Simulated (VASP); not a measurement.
# H (Cmcm) in VASP: notebook, part 2 of 2

VASP 6.6.1.

**3. Single point, LDA (strain +0.050 along x and y, -0.025 along z)**

Contents of INCAR:

```
SYSTEM = H
  PREC = Accurate
  ENCUT = 520
  EDIFF = 1E-7
  ISMEAR = 0
  SIGMA = 0.05
  LREAL = .False.
  LASPH = .True.
  NELM = 60
  ALGO = Normal
  ISIF = 2
  LWAVE = .False.
  LCHARG = .True.
  GGA = CA
  LELF = .True.
  LVHAR = .True.
  NBANDS = 10
```

Contents of KPOINTS:

```
regular mesh
0
Gamma
  8 8 4
  0 0 0
```

Contents of POSCAR:

```
H
1.0
    1.7309584530     -2.8682726415      0.0000000000
    1.7309584530      2.8682726415      0.0000000000
    0.0000000000      0.0000000000      6.1559244045
H
4
Direct
    0.5678085000      0.4321915000      0.9995149500
    0.4321915000      0.5678085000      0.0004850500
    0.4321915000      0.5678085000      0.4995149500
    0.5678085000      0.4321915000      0.5004850500
```

Potentials or basis: VASP PAW LDA potentials, release 64 (H).

The run is started by

```
$ cat potpaw_LDA.64/H/POTCAR > POTCAR
$ mpirun -np 1 vasp_std > vasp.out
```

OUTCAR:

```text
SYSTEM = H
   PREC = Accurate
   ENCUT = 520
   EDIFF = 1E-7
   ISMEAR = 0
   LREAL = .False.
   LASPH = .True.
   NELM = 60
   ISIF = 2
   GGA = CA

 ion  position               nearest neighbor table
   1  0.568  0.432  1.000-   2 0.78
   2  0.432  0.568  0.000-   1 0.78
   3  0.432  0.568  0.500-   4 0.78
   4  0.568  0.432  0.500-   3 0.78

  LATTYP: Found a base centered orthorhombic cell.
 ALAT       =     3.4619169060
 B/A-ratio  =     1.6570430310
 C/A-ratio  =     1.7781837553

  Lattice vectors:

 A1 = (   1.7309584530,  -2.8682726415,   0.0000000000)
 A2 = (   1.7309584530,   2.8682726415,   0.0000000000)
 A3 = (   0.0000000000,   0.0000000000,   6.1559244045)

Analysis of symmetry for initial positions (statically):
=====================================================================
 Subroutine PRICEL returns:
 Original cell was already a primitive cell.

 Routine SETGRP: Setting up the symmetry group for a
 base centered orthorhombic supercell.

 Subroutine GETGRP returns: Found  8 space group operations
 (whereof  4 operations were pure point group operations)
 out of a pool of  8 trial point group operations.

The static configuration has the point symmetry C_2h.
 The point group associated with its full space group is D_2h.

Analysis of symmetry for dynamics (positions and initial velocities):
=====================================================================
 Subroutine PRICEL returns:
 Original cell was already a primitive cell.

 Routine SETGRP: Setting up the symmetry group for a
 base centered orthorhombic supercell.

 Subroutine GETGRP returns: Found  8 space group operations
 (whereof  4 operations were pure point group operations)
 out of a pool of  8 trial point group operations.

The dynamic configuration has the point symmetry C_2h.
 The point group associated with its full space group is D_2h.

 Subroutine INISYM returns: Found  8 space group operations
 (whereof  4 operations are pure point group operations),
 and found     1 'primitive' translations

----------------------------------------------------------------------------------------

                                     Primitive cell

  volume of cell :      61.1266

  direct lattice vectors                    reciprocal lattice vectors
     1.730958453 -2.868272641  0.000000000     0.288857309 -0.174320946  0.000000000
     1.730958453  2.868272641  0.000000000     0.288857309  0.174320946  0.000000000
     0.000000000  0.000000000  6.155924405     0.000000000  0.000000000  0.162445140

  length of vectors
     3.350105239  3.350105239  6.155924405     0.337381589  0.337381589  0.162445140

  position of ions in fractional coordinates (direct lattice)
     0.567808500  0.432191500  0.999514950
     0.432191500  0.567808500  0.000485050
     0.432191500  0.567808500  0.499514950
     0.567808500  0.432191500  0.500485050

  ion indices of the primitive-cell ions
   primitive index   ion index
                 1           1
                 2           2
[... 33 lines left out ...]
  0.250000  0.000000  0.000000      4.000000
  0.375000  0.000000  0.000000      4.000000
  0.500000  0.000000  0.000000      2.000000
  0.125000  0.125000  0.000000      2.000000
[... 16 lines left out ...]
  0.125000  0.000000  0.250000      8.000000
  0.250000  0.000000  0.250000      8.000000
 [... further k-points ...]
   k-points           NKPTS =     63   k-points in BZ     NKDIM =     63   number of bands    NBANDS=     10
   number of dos      NEDOS =    301   number of ions     NIONS =      4
   total plane-waves  NPLWV =  37632
   dimension x,y,z NGX =    28 NGY =   28 NGZ =   48
   dimension x,y,z NGXF=    56 NGYF=   56 NGZF=   96
   ions per type =               4
   NGX,Y,Z   is equivalent  to a cutoff of  13.89, 13.89, 12.96 a.u.
   NGXF,Y,Z  is equivalent  to a cutoff of  27.79, 27.79, 25.93 a.u.
 SYSTEM =  H
   PREC   = accura    normal or accurate (medium, high low for compatibility)
   ISTART =      0    job   : 0-new  1-cont  2-samecut
   ICHARG =      2    charge: 1-file 2-atom 10-const
   ISPIN  =      1    spin polarized calculation?
   LNONCOLLINEAR =      F non collinear calculations
   LSORBIT =      F    spin-orbit coupling
   LASPH  =      T    aspherical Exc in radial PAW
   ENCUT  =  520.0 eV  38.22 Ry    6.18 a.u.   6.23  6.23 11.45*2*pi/ulx,y,z
   NELM   =     60;   NELMIN=  2; NELMDL= -5     # of ELM steps
   EDIFF  = 0.1E-06   stopping-criterion for ELM
   LREAL  =      F    real-space projection
   EDIFFG = 0.1E-05   stopping-criterion for IOM
   NSW    =      0    number of steps for IOM
   IBRION =     -1    ionic relax: 0-MD 1-quasi-New 2-CG
   NFREE  =      0    steps in history (QN), initial steepest desc. (CG)
   ISIF   =      2    stress and relaxation
   ISYM   =      2    0-nonsym 1-usesym 2-fastsym
   POTIM  = 0.5000    time-step for ionic-motion
   TEBEG  =    0.0;   TEEND  =   0.0 temperature during run
   PSTRESS=    0.0 pullay stress
   NELECT =       4.0000    total number of electrons
   NUPDOWN=      -1.0000    fix difference up-down
   EMIN   =  10.00;   EMAX   =-10.00  energy-range for DOS
   EFERMI =   0.00;   METHOD = LEGACY
   ISMEAR =     0;   SIGMA  =   0.05  broadening in eV -4-tet -1-fermi 0-gaus
   EFERMI_NEDOS =   21; number of points for ismear=-14 and -15
   IALGO  =     38    algorithm
   IMIX   =      4    mixing-type and parameters
     AMIX     =   0.40;   BMIX     =  1.00
     AMIX_MAG =   1.60;   BMIX_MAG =  1.00
  volume/ion in A,a.u.               =      15.28       103.13
  Fermi-wavevector in a.u.,A,eV,Ry     =   0.659707  1.246666  5.921445  0.435214
  Thomas-Fermi vector in A             =   1.731927
   LORBIT       =      0    0 simple, 1 ext, 2 COOP (PROOUT), +10 PAW based schemes
   GGA     = CA    functional components
   LHFCALC =     F    Hartree Fock is set to
   AEXX    =    0.0000 exact exchange contribution
   IVDW    =     0    specifies the selected vdW correction
   LEPSILON=     F    determine dielectric tensor
   LRPA    =     F    only Hartree local field effects (RPA)
 non-spin polarized calculation
 Gauss-broadening in eV      SIGMA  =   0.05
  energy-cutoff  :      520.00
  volume of cell :       61.13
 maximum number of plane-waves:      1668
 NGX is ok and might be reduce to    28
   NGX = 13   NGY = 13   NGZ = 23

 number of electron       4.0000000 magnetization

 Free energy of the ion-electron system (eV)
  ---------------------------------------------------
  ext. energy  EPLUGINS =         0.00000000
  ---------------------------------------------------
  free energy    TOTEN  =       -13.49646610 eV

  energy without entropy =      -13.49646610  energy(sigma->0) =      -13.49646610

 E-fermi :  -8.1062     XC(G=0):  -5.1708

 val. band max:       -8.3622373190   @ k =   0.3750   0.3750   0.0000
 cond. band min:      -0.9498307142   @ k =   0.5000   0.5000   0.0000
 fundamental gap:      7.4124066047
 Fermi energy:        -8.1062448374

 k-point     1 :       0.0000    0.0000    0.0000
  band No.  band energies     occupation
      1     -10.2502      2.00000
      2      -9.3720      2.00000
      3       0.3856      0.00000
      4       3.1605      0.00000
      5       6.7077      0.00000
      6       7.4184      0.00000
      7       7.7478      0.00000
      8      10.4109      0.00000
      9      11.0237      0.00000
     10      12.1791      0.00000
[... 287 lines left out ...]
 k-point    24 :       0.2500    0.0000    0.2500
  band No.  band energies     occupation
      1      -9.6883      2.00000
      2      -9.1366      2.00000
      3       1.6370      0.00000
      4       1.6503      0.00000
      5       4.2336      0.00000
      6       5.8116      0.00000
      7       7.7944      0.00000
      8       7.9840      0.00000
      9       9.5319      0.00000
     10      10.1444      0.00000

 [... further k-points ...]

------------------------ aborting loop because EDIFF is reached ----------------------------------------

  FORCE on cell =-STRESS in cart. coord.  units (eV):
  Direction    XX          YY          ZZ          XY          YZ          ZX
  --------------------------------------------------------------------------------------
  -------------------------------------------------------------------------------------
  Total       -0.2131735     -0.7288529     -0.1296897      0.0000000     -0.0000000      0.0000000
  in kB       -5.5874482    -19.1038153     -3.3992707      0.0000000     -0.0000000      0.0000000
  external PRESSURE =      -9.3635114 kB  Pullay stress =       0.0000000 kB

 VOLUME and BASIS-vectors are now :
 -----------------------------------------------------------------------------
  energy-cutoff  :      520.00
  volume of cell :       61.13
      direct lattice vectors                 reciprocal lattice vectors
     1.730958453 -2.868272641  0.000000000     0.288857309 -0.174320946  0.000000000
     1.730958453  2.868272641  0.000000000     0.288857309  0.174320946  0.000000000
     0.000000000  0.000000000  6.155924405     0.000000000  0.000000000  0.162445140

 POSITION                                       TOTAL-FORCE (eV/Angst)
 -----------------------------------------------------------------------------------
      1.73096     -0.38899      6.15294         0.000000      0.275965      0.001914
      1.73096      0.38899      0.00299         0.000000     -0.275965     -0.001914
      1.73096      0.38899      3.07498         0.000000     -0.275965      0.001914
      1.73096     -0.38899      3.08095         0.000000      0.275965     -0.001914
 -----------------------------------------------------------------------------------
    total drift:                                0.000000      0.000000     -0.000000

  FREE ENERGIE OF THE ION-ELECTRON SYSTEM (eV)
  ---------------------------------------------------
  free  energy   TOTEN  =       -13.4964660976 eV

  energy  without entropy=      -13.4964660976  energy(sigma->0) =      -13.49646610
```

OSZICAR:

```text
N       E                     dE             d eps       ncg     rms          rms(c)
DAV:   1    -0.610636862834E+01   -0.61064E+01   -0.14881E+03  1260   0.279E+02
DAV:   2    -0.144253241341E+02   -0.83190E+01   -0.82157E+01  1658   0.499E+01
DAV:   3    -0.147107966904E+02   -0.28547E+00   -0.28532E+00  1492   0.844E+00
DAV:   4    -0.147116097884E+02   -0.81310E-03   -0.81309E-03  1486   0.536E-01
DAV:   5    -0.147116125584E+02   -0.27700E-05   -0.27700E-05  1450   0.316E-02    0.603E+00
DAV:   6    -0.138604180265E+02    0.85119E+00   -0.48247E-01  1328   0.242E+00    0.321E+00
DAV:   7    -0.134905715829E+02    0.36985E+00   -0.84480E-01  1306   0.333E+00    0.357E-01
DAV:   8    -0.134975800894E+02   -0.70085E-02   -0.10394E-02  1304   0.365E-01    0.182E-01
DAV:   9    -0.134964444218E+02    0.11357E-02   -0.21085E-03  1404   0.158E-01    0.192E-02
DAV:  10    -0.134964600054E+02   -0.15584E-04   -0.45069E-05  1366   0.322E-02    0.113E-02
DAV:  11    -0.134964660663E+02   -0.60609E-05   -0.37307E-06  1348   0.632E-03    0.637E-04
DAV:  12    -0.134964660976E+02   -0.31259E-07   -0.79397E-08  1422   0.131E-03
   1 F= -.13496466E+02 E0= -.13496466E+02  d E =-.133253E-14
```

stdout:

```text
POSCAR found type information on POSCAR H
 POSCAR found :  1 types and       4 ions
 scaLAPACK will be used
 LDA part: xc-table for (Slater(with rela. corr.)+CA(PZ))
 , standard interpolation
 POSCAR, INCAR and KPOINTS ok, starting setup
 FFT: planning ... GRIDC
 FFT: planning ... GRID_SOFT
 FFT: planning ... GRID
 WAVECAR not read
 entering main loop
```

Wall time 31 s (1 thread of Intel Xeon Platinum 8375C at 2.90GHz (Ice Lake), shared host); peak memory 0.16 GiB.

What came out:

- Free energy: -13.4965 eV
- Pressure: -0.9 GPa
- Largest force: 0.276 eV/Å
- Band gap on the k mesh: 7.41 eV

Forces on the atoms (eV/Å):
```
H    0.000  0.276  0.002
H    0.000 -0.276 -0.002
H    0.000 -0.276  0.002
H    0.000  0.276 -0.002
```

Stress tensor (GPa, compression positive):
```
-0.56  0.00  0.00
 0.00 -1.91  0.00
 0.00  0.00 -0.34
```

Caveat: the cell differs from its parent crystal (strain +0.050 along x and y, -0.025 along z). A k mesh can miss the band edges.
